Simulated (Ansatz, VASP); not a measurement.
# Mn: VASP beside Ansatz

Contents of INCAR:

```
SYSTEM = Mn
PREC = Accurate ; ENCUT = 520
EDIFF = 1E-6 ; ISMEAR = -1
SIGMA = 0.05 ; LREAL = .False.
LASPH = .True. ; NELM = 150
ALGO = Normal ; ISIF = 2
LWAVE = .False. ; LCHARG = .True.
ISPIN = 2 ; MAGMOM = 0.516
LORBIT = 11 ; LMAXMIX = 4
GGA = B5 ; ALDAX = 1.0
AGGAX = 1.0 ; AGGAC = 1.0
ALDAC = 0.0 ; LELF = .True.
LVHAR = .True. ; NBANDS = 16
```

The input KPOINTS:

```
regular mesh
0
Gamma
  15 15 15
  0 0 0
```

POSCAR

```
Mn
1.0
    2.3188349800      0.0000000000      0.0000000000
    0.0000000000      2.3188349800      0.0000000000
    0.0000000000      0.0000000000      2.3188349800
Mn
1
Direct
    0.0000000000      0.0000000000      0.0000000000
```

Input for Ansatz:

```yaml
crystal:
  lattice:
    - [2.31883498, 0.0, 0.0]
    - [0.0, 2.31883498, 0.0]
    - [0.0, 0.0, 2.31883498]
  atoms:
    - { symbol: Mn, position: [0.0, 0.0, 0.0], spin: 0.516 }
hamiltonian:
  xc: blyp
  pseudopotentials:
    kind: paw
    azcp:
      Mn: "pseudopotentials/Mn.paw.azcp"
basis:
  ecutwfc: 420
  fft_grid_basis: typed
kpoints:
  mp_grid: { grid: [15, 15, 15], shift: [0, 0, 0] }
magnetization:
  spin_polarized: true
scf:
  occupations: { method: fermi_dirac, width: 0.05 }
  lower_state_search: "off"
output:
  stress: true
  write_density: true
  write_potential: true
  elf: true
  volumetric_format: npy
```

Alike in both runs: task single point; functional BLYP; k mesh 15 × 15 × 15; occupations fermi-dirac, width 0.05 eV; collinear spin.

|  | VASP | Ansatz |
| --- | --- | --- |
| version | VASP 6.6.1 | Ansatz 0.2.0 |
| potentials or method | VASP PAW PBE potentials, release 64 (Mn_pv), cutoff 520 eV | plane waves (420 eV) with PAW, scalar-relativistic |
| valence electrons in the cell | 13 | 15 |

|  | VASP | Ansatz | Ansatz less VASP |
| --- | --- | --- | --- |
| pressure (GPa) | 0.3 | 0.2 | -0.15 |
| net moment per atom (μB) | 0.57 | 0.57 | +0.002 |
| size of the moment on the site where the two differ most (μB) | 0.57 | 0.55 | -0.013 |

VASP's potentials were made for PBE, not for BLYP. Site moments also hang on the region over which each program counts them. With one functional, cell and mesh, what is left measures potentials, basis and numerics. VASP's potentials hold 13 valence electrons a cell and Ansatz's 15, so a difference there can come from the potentials and not from the codes.
